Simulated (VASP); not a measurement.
Runs of VASP 6.6.1 on HfC. The structure is that of space group Fm-3m (No. 225), or close to it. The cells are those of the table. 

```tsv
cell	gap on the mesh (eV)	pressure (GPa)
a = 3.345 Å, angles 60.0°, 2 atoms	none	(b)
a = 3.317 Å, angles 60.0°, 2 atoms	none	-9.8
a = 3.198 Å, angles 60.0°, 2 atoms	none	18.7
a = 3.373 Å, angles 60.0°, 2 atoms	none	-19.2
a = 3.288 Å, angles 60.0°, 2 atoms	none	-4.0
a = 3.229 Å, angles 60.0°, 2 atoms	none	(a)
a = 3.259 Å, angles 60.0°, 2 atoms	none	2.6
```

Alike in all rows: task single point; level PBE+D4; potentials or basis VASP PAW PBE potentials, release 64 (Hf_pv, C); no spin polarisation; k mesh 11 × 11 × 11; cutoff (eV) 600; smearing fermi-dirac 0.05 eV.

Estimate the missing entries.

(a) 10.1; (b) -14.8.

Caveats: spin-orbit coupling is left out, which moves the levels of the heavy elements; the cell stands under tension (at least some runs); the cell stands under pressure (at least some runs).

A k mesh can miss the band edges, and the runs leave out spin-orbit coupling on Hf.

A gap of «none» marks levels without a gap at the run's occupations.
